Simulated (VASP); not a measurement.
# HW18S36 (a cell with a defect) (H_i (antibonding at S)) in VASP: single point with PBE

Aim: the single point of HW18S36 (a cell with a defect) (H_i (antibonding at S)) with PBE.

All numbers are computed with VASP 6.6.1; they aren't measurements. Logs are shortened: lines on timing, memory, paths and dates and some standing lists are left out, and cuts for length are marked.

### 1 The cell of the first run

The cell holds a defect, 55 atoms: a = 9.381 Å, b = 9.381 Å, c = 12.165 Å, α = 90.00°, β = 90.00°, γ = 120.00°.

### 2 Single point, PBE, collinear spin

Contents of INCAR:

```
PREC     = Accurate       # precision mode
ENCUT    = 400            # plane-wave cutoff, eV
EDIFF    = 1E-6           # SCF threshold, eV
ISMEAR   = -1             # smearing method
SIGMA    = 0.01           # smearing width, eV
LREAL    = Auto         
LASPH    = True           # aspherical terms in the spheres
NELM     = 200            # most SCF steps
ALGO     = Normal         # electronic algorithm
ISIF     = 2              # what is computed and relaxed
LWAVE    = False          # write WAVECAR
LCHARG   = False          # write CHGCAR
ISPIN    = 2              # spin polarisation
MAGMOM   = 0 0.01 0 0.26 0 0.01 0.01 0 0.01 0.01 0.01 0.01 0.01 0.03 0 0.03 0 0 0 0 0.01 0 0 0 0.01 0 0 0 0 0 0.01 0 0.01 0 0.02 0 0 0 0.01 0 0.01 0 0 0 0 0 0 0 0 0 0 0 0 0 0.11 # initial moments
LORBIT   = 11             # projections on sites
NUPDOWN  = 1.0            # fixed moment
LMAXMIX  = 4              # l up to which the mixer works
GGA      = PE             # functional
NBANDS   = 272            # bands
GGA_COMPAT= False
```

Contents of KPOINTS:

```
Automatic mesh
0
Gamma
  1 1 1
```

Contents of POSCAR:

```
HW18S36
1.0
    9.3812494643     -0.0000000850      0.0000000000
   -4.6906246585      8.1244003979      0.0000000000
    0.0000000000      0.0000000000     12.1647637133
W S H
18 36 1
Direct
    0.1125098394      0.2223910000      0.2496257410
    0.2209085651      0.1129404527      0.7518207346
    0.1126843969      0.5559973811      0.2495775172
    0.2188579190      0.4441740076      0.7549953188
    0.1121696150      0.8888986965      0.2495122479
    0.2206711646      0.7776326360      0.7518602832
    0.4455198126      0.2220224773      0.2491151988
    0.5543830978      0.1122716900      0.7515567550
    0.4459021128      0.5558731410      0.2493866017
    0.5553616972      0.4461190046      0.7507860363
    0.4454481044      0.8894069757      0.2490527071
    0.5554597065      0.7792028332      0.7507710389
    0.7788203626      0.2221150291      0.2494881668
    0.8871079104      0.1112809741      0.7524400337
    0.7793140933      0.5558325166      0.2493691936
    0.8877944039      0.4450965561      0.7523046304
    0.7792906615      0.8891587765      0.2494670868
    0.8878901519      0.7787080727      0.7518418650
    0.1105215051      0.2239289981      0.6217713037
    0.2227794378      0.1116136797      0.1188153904
    0.1087421339      0.2216215701      0.8836619722
    0.2230565217      0.1116243399      0.3802295818
    0.1110295214      0.5550790158      0.6217504190
    0.2231465672      0.4451652902      0.1189014788
    0.1095245740      0.5559213011      0.8838956642
    0.2230848942      0.4451352736      0.3802597274
    0.1107664233      0.8895476651      0.6213651142
    0.2227778202      0.7785279098      0.1186577806
    0.1107378932      0.8896087688      0.8822261622
    0.2230672852      0.7785322358      0.3802408458
    0.4431412747      0.2220348143      0.6208407697
    0.5564241268      0.1118794890      0.1184757677
    0.4437025579      0.2228985390      0.8820450824
    0.5561459959      0.1117052177      0.3801193563
    0.4548348039      0.5622422816      0.6155714990
    0.5564609165      0.4451850652      0.1187140212
    0.4445281955      0.5563693488      0.8816824390
    0.5567554349      0.4447972554      0.3794766144
    0.4429975796      0.8897094529      0.6209222043
    0.5564548300      0.7786074596      0.1187583712
    0.4435554769      0.8892429837      0.8820863114
    0.5566327636      0.7793629718      0.3795121328
    0.7774784398      0.2226579907      0.6213297333
    0.8898611748      0.1118998348      0.1189436078
    0.7762785062      0.2219777328      0.8827145187
    0.8897593875      0.1118554451      0.3802528191
    0.7788510409      0.5564627526      0.6210059251
    0.8899537287      0.4450146649      0.1189055511
    0.7764610172      0.5558336432      0.8825226058
    0.8897518589      0.4449641389      0.3801470811
    0.7785059520      0.8898373402      0.6204295100
    0.8897182899      0.7785459014      0.1186990822
    0.7762758826      0.8885007441      0.8826552761
    0.8894085827      0.7781585695      0.3803402618
    0.5805382940      0.6241178616      0.5298934833
```

Potentials or basis: VASP PAW PBE potentials, release 64 (W_sv, S, H).

Started as:

```sh
$ cat potpaw_PBE.64/W_sv/POTCAR potpaw_PBE.64/S/POTCAR potpaw_PBE.64/H/POTCAR > POTCAR
$ mpirun -np 1 vasp_gam > vasp.out
```

OUTCAR:

```text
PREC = Accurate
   ENCUT = 400
   EDIFF = 1E-6
   ISMEAR = -1
   LREAL = Auto
   LASPH = True
   NELM = 200
   ISIF = 2
   ISPIN = 2
   LORBIT = 11
   NUPDOWN = 1.0
   GGA = PE

 ion  position               nearest neighbor table
   1  0.113  0.222  0.250-  22 2.40  20 2.40  44 2.41  46 2.41  26 2.41  24 2.41   7 3.13  17 3.13
                             5 3.13   9 3.13   3 3.13  13 3.13
   2  0.221  0.113  0.752-  19 2.40  33 2.41  21 2.41  31 2.41  29 2.41  27 2.41   4 3.12  14 3.12
                            18 3.13   8 3.13  10 3.13   6 3.14
   3  0.113  0.556  0.250-  26 2.40  24 2.40  30 2.41  48 2.41  50 2.41  28 2.41  11 3.12   5 3.13
                             9 3.13  15 3.13   1 3.13  13 3.13
   4  0.219  0.444  0.755-  25 2.38  21 2.39  37 2.40  23 2.41  19 2.41  35 2.56  16 3.11   2 3.12
                            14 3.12   6 3.12  10 3.15  12 3.15
   5  0.112  0.889  0.250-  28 2.40  30 2.40  52 2.41  20 2.41  22 2.41  54 2.41  15 3.12  17 3.12
                            11 3.12   3 3.13   7 3.13   1 3.13
   6  0.221  0.778  0.752-  29 2.40  27 2.40  23 2.40  41 2.41  39 2.41  25 2.41   4 3.12  16 3.12
                            18 3.13  12 3.13   8 3.13   2 3.14
   7  0.446  0.222  0.249-  32 2.40  34 2.40  20 2.41  38 2.41  36 2.41  22 2.41  11 3.12   1 3.13
                             5 3.13  13 3.13   9 3.13  15 3.13
   8  0.554  0.112  0.752-  33 2.40  31 2.40  39 2.41  43 2.41  45 2.41  41 2.41  16 3.13  14 3.13
                            10 3.13  12 3.13   2 3.13   6 3.13
   9  0.446  0.556  0.249-  38 2.40  36 2.40  24 2.41  40 2.41  42 2.41  26 2.41   3 3.13  17 3.13
[... 20 lines left out ...]
  20  0.223  0.112  0.119-   1 2.40   7 2.41   5 2.41
  21  0.109  0.222  0.884-   4 2.39  14 2.41   2 2.41
  22  0.223  0.112  0.380-   1 2.40   5 2.41   7 2.41
  23  0.111  0.555  0.622-   6 2.40   4 2.41  16 2.41
  24  0.223  0.445  0.119-   3 2.40   9 2.41   1 2.41
[... 8 lines left out ...]
  33  0.444  0.223  0.882-   8 2.40   2 2.41  10 2.42
  34  0.556  0.112  0.380-   7 2.40  13 2.41  11 2.41
  35  0.455  0.562  0.616-  55 1.46  10 2.41  12 2.41   4 2.56
  36  0.556  0.445  0.119-   9 2.40   7 2.41  15 2.41
  37  0.445  0.556  0.882-   4 2.40  10 2.40  12 2.41
  38  0.557  0.445  0.379-   9 2.40  15 2.40   7 2.41
  39  0.443  0.890  0.621-  12 2.40   8 2.41   6 2.41
  40  0.556  0.779  0.119-  11 2.40   9 2.41  17 2.41
  41  0.444  0.889  0.882-   6 2.41  12 2.41   8 2.41
[... 11 lines left out ...]
  53  0.776  0.889  0.883-  18 2.40  14 2.41  12 2.41
  54  0.889  0.778  0.380-  17 2.40  15 2.41   5 2.41
  55  0.581  0.624  0.530-  35 1.46

  LATTYP: Found a hexagonal cell.
 ALAT       =     9.3812494643
 C/A-ratio  =     1.2967103966

  Lattice vectors:

 A1 = (   9.3812494643,  -0.0000000850,   0.0000000000)
 A2 = (  -4.6906246585,   8.1244003979,   0.0000000000)
 A3 = (   0.0000000000,   0.0000000000,  12.1647637133)

Analysis of symmetry for initial positions (statically):
=====================================================================
 Subroutine PRICEL returns:
 Original cell was already a primitive cell.

 Routine SETGRP: Setting up the symmetry group for a
 hexagonal supercell.

 Subroutine GETGRP returns: Found  1 space group operations
 (whereof  1 operations were pure point group operations)
 out of a pool of 24 trial point group operations.

The static configuration has the point symmetry C_1 .

Analysis of symmetry for dynamics (positions and initial velocities):
=====================================================================
 Subroutine PRICEL returns:
 Original cell was already a primitive cell.

 Routine SETGRP: Setting up the symmetry group for a
 hexagonal supercell.

 Subroutine GETGRP returns: Found  1 space group operations
 (whereof  1 operations were pure point group operations)
 out of a pool of 24 trial point group operations.

The dynamic configuration has the point symmetry C_1 .

Analysis of structural, dynamic, and magnetic symmetry:
=====================================================================
 Subroutine PRICEL returns:
 Original cell was already a primitive cell.

 Routine SETGRP: Setting up the symmetry group for a
 hexagonal supercell.

 Subroutine GETGRP returns: Found  1 space group operations
 (whereof  1 operations were pure point group operations)
 out of a pool of 24 trial point group operations.

The overall configuration has the point symmetry C_1 .
[... 188 lines left out ...]
   ISYM   =      2    0-nonsym 1-usesym 2-fastsym
   POTIM  = 0.5000    time-step for ionic-motion
   TEBEG  =    0.0;   TEEND  =   0.0 temperature during run
   PSTRESS=    0.0 pullay stress
   NELECT =     469.0000    total number of electrons
   NUPDOWN=       1.0000    fix difference up-down
   EMIN   =  10.00;   EMAX   =-10.00  energy-range for DOS
   EFERMI =   0.00;   METHOD = LEGACY
   ISMEAR =    -1;   SIGMA  =   0.01  broadening in eV -4-tet -1-fermi 0-gaus
   EFERMI_NEDOS =   21; number of points for ismear=-14 and -15
   IALGO  =     38    algorithm
   IMIX   =      4    mixing-type and parameters
     AMIX     =   0.40;   BMIX     =  1.00
     AMIX_MAG =   1.60;   BMIX_MAG =  1.00
  volume/ion in A,a.u.               =      16.86       113.76
  Fermi-wavevector in a.u.,A,eV,Ry     =   1.304409  2.464976 23.150090  1.701484
  Thomas-Fermi vector in A             =   2.435347
   LORBIT       =     11    0 simple, 1 ext, 2 COOP (PROOUT), +10 PAW based schemes
   GGA     = PE    functional components
   LHFCALC =     F    Hartree Fock is set to
   AEXX    =    0.0000 exact exchange contribution
   IVDW    =     0    specifies the selected vdW correction
   LEPSILON=     F    determine dielectric tensor
   LRPA    =     F    only Hartree local field effects (RPA)
 spin polarized calculation
  energy-cutoff  :      400.00
  volume of cell :      927.16
 maximum number of plane-waves:      8432
 NGX is ok and might be reduce to    64
   NGX = 31   NGY = 31   NGZ = 39

 number of electron     469.0000010 magnetization       0.9999223

 Free energy of the ion-electron system (eV)
  ---------------------------------------------------
  ext. energy  EPLUGINS =         0.00000000
  ---------------------------------------------------
  free energy    TOTEN  =      -423.69781177 eV

  energy without entropy =     -423.69781177  energy(sigma->0) =     -423.69781177

 E-fermi :   8.2755     XC(G=0): -11.1894

 val. band max:        8.3681084193   @ k =   0.0000   0.0000   0.0000
 cond. band min:       8.7531879808   @ k =   0.0000   0.0000   0.0000
 fundamental gap:      0.3850795615
 Fermi energy:         8.8414586035

 spin component 1

 k-point     1 :       0.0000    0.0000    0.0000
  band No.  band energies     occupation
      1     -66.5648      1.00000
      2     -66.5633      1.00000
      3     -66.5548      1.00000
      4     -66.5511      1.00000
      5     -66.5500      1.00000
      6     -66.5498      1.00000
[... 238 lines left out ...]
    245       9.6479      0.00000
    246       9.7532      0.00000
 Fermi energy:         8.2755335357

 spin component 2

 k-point     1 :       0.0000    0.0000    0.0000
  band No.  band energies     occupation
      1     -66.5621      1.00000
      2     -66.5599      1.00000
      3     -66.5545      1.00000
      4     -66.5482      1.00000
      5     -66.5480      1.00000
      6     -66.5478      1.00000
[... 238 lines left out ...]
    245       9.6737      0.00000
    246       9.7660      0.00000
 [bands above 246 left out]

------------------------ aborting loop because EDIFF is reached ----------------------------------------

  FORCE on cell =-STRESS in cart. coord.  units (eV):
  Direction    XX          YY          ZZ          XY          YZ          ZX
  --------------------------------------------------------------------------------------
  -------------------------------------------------------------------------------------
  Total       46.1742212     44.7883533     18.4026919     -0.2635584     -0.0146034     -0.2234566
  in kB       79.7911056     77.3962643     31.8006691     -0.4554406     -0.0252353     -0.3861430
  external PRESSURE =      62.9960130 kB  Pullay stress =       0.0000000 kB

 VOLUME and BASIS-vectors are now :
 -----------------------------------------------------------------------------
  energy-cutoff  :      400.00
  volume of cell :      927.16
      direct lattice vectors                 reciprocal lattice vectors
     9.381249464 -0.000000085  0.000000000     0.106595610  0.061543003  0.000000000
    -4.690624658  8.124400398  0.000000000     0.000000001  0.123086007  0.000000000
     0.000000000  0.000000000 12.164763713     0.000000000  0.000000000  0.082204638

 POSITION                                       TOTAL-FORCE (eV/Angst)
 -----------------------------------------------------------------------------------
      0.01233      1.80679      3.03664        -0.171257      0.111189      0.026648
      1.54264      0.91757      9.14572         0.203743     -0.118558     -0.078907
     -1.55085      4.51715      3.03605        -0.170191      0.062885      0.021525
     -0.03029      3.60865      9.18434        -0.031420     -0.153262      0.312935
     -3.11720      7.22177      3.03526        -0.138280      0.119371      0.021150
     -1.57741      6.31780      9.14620         0.200699     -0.013386     -0.079592
[... 47 lines left out ...]
      4.69371      6.32207      4.62675         0.074997     -0.042611     -0.395497
      2.51867      5.07058      6.44603         0.081813      0.053278      0.027259
 -----------------------------------------------------------------------------------
    total drift:                                0.003795     -0.007921     -0.001867

  FREE ENERGIE OF THE ION-ELECTRON SYSTEM (eV)
  ---------------------------------------------------
  free  energy   TOTEN  =      -423.6978117725 eV

  energy  without entropy=     -423.6978117725  energy(sigma->0) =     -423.69781177

 total charge

# of ion       s       p       d       tot
------------------------------------------
    1        2.317   6.333   3.418  12.068
    2        2.317   6.332   3.414  12.064
    3        2.317   6.333   3.418  12.068
    4        2.312   6.316   3.430  12.059
    5        2.317   6.333   3.419  12.068
    6        2.317   6.332   3.415  12.065
[... 47 lines left out ...]
   54        1.360   2.368   0.000   3.729
   55        0.511   0.029   0.000   0.539
--------------------------------------------------
tot         91.171 199.281  61.561 352.013

 magnetization (x)

# of ion       s       p       d       tot
------------------------------------------
    1        0.000   0.000   0.003   0.003
    2        0.000  -0.000   0.011   0.011
    3        0.000   0.000   0.003   0.003
    4        0.010   0.011   0.295   0.316
    5        0.000   0.000   0.005   0.006
    6        0.000  -0.000   0.011   0.012
[... 47 lines left out ...]
   54       -0.000  -0.000   0.000  -0.000
   55        0.090  -0.000   0.000   0.090
--------------------------------------------------
tot          0.140   0.053   0.460   0.653
```

Run time: 22 min. Hardware: 1 thread of Intel Xeon 8259CL, shared host; peak memory 0.98 GiB.

Results:

```
Free energy                                           : -423.6978 eV
Pressure                                              : 6.3 GPa
Largest force                                         : 0.576 eV/Å
Net moment                                            : 1.00 μB per cell
Site moments                                          : W +0.00, +0.01, +0.32, +0.04, -0.01; S +0.00, -0.00, +0.01, +0.03; H +0.09 μB
Valence electrons inside the program's atomic spheres : W 12.07, 12.06; S 3.73, 3.72; H 0.54
```

Forces in eV/Å, atoms in the order of the input:
```
W   -0.171  0.111  0.027
W    0.204 -0.119 -0.079
W   -0.170  0.063  0.022
W   -0.031 -0.153  0.313
W   -0.138  0.119  0.021
W    0.201 -0.013 -0.080
W   -0.165  0.070 -0.003
W    0.092 -0.173 -0.036
W   -0.165  0.094  0.027
W    0.064 -0.054 -0.114
W   -0.189  0.092  0.005
W    0.147 -0.195 -0.100
W   -0.148  0.140  0.032
W    0.204  0.038 -0.157
W   -0.182  0.079  0.019
W    0.225 -0.081 -0.061
W   -0.187  0.090  0.018
W    0.141 -0.090 -0.059
S   -0.054  0.065  0.439
S    0.092 -0.062  0.389
S   -0.018  0.017 -0.352
S    0.076 -0.040 -0.383
S   -0.047  0.032  0.435
S    0.071 -0.053  0.385
S   -0.094  0.044 -0.388
S    0.096 -0.035 -0.403
S   -0.067  0.056  0.403
S    0.079 -0.037  0.405
S   -0.078  0.043 -0.367
S    0.079 -0.042 -0.385
S   -0.072  0.056  0.393
S    0.064 -0.054  0.394
S   -0.067  0.037 -0.368
S    0.085 -0.042 -0.400
S   -0.110 -0.067  0.190
S    0.077 -0.048  0.425
S   -0.080  0.060 -0.427
S    0.080 -0.044 -0.386
S   -0.064  0.051  0.398
S    0.079 -0.051  0.421
S   -0.080  0.075 -0.387
S    0.086 -0.057 -0.399
S   -0.086  0.041  0.381
S    0.082 -0.037  0.383
S   -0.079  0.067 -0.375
S    0.083 -0.054 -0.407
S   -0.028 -0.010  0.465
S    0.086 -0.053  0.391
S   -0.076  0.044 -0.442
S    0.079 -0.038 -0.407
S   -0.096  0.147  0.549
S    0.082 -0.059  0.443
S   -0.070  0.020 -0.439
S    0.075 -0.043 -0.395
H    0.082  0.053  0.027
```

Stress tensor (GPa, compression positive):
```
 7.98 -0.05 -0.04
-0.05  7.74  0.00
-0.04  0.00  3.18
```

Caveat: the k points lie up to 0.77 Å⁻¹ apart; spin-orbit coupling is left out, which moves the levels of the heavy elements; the total moment is fixed, so each spin has its own Fermi level.
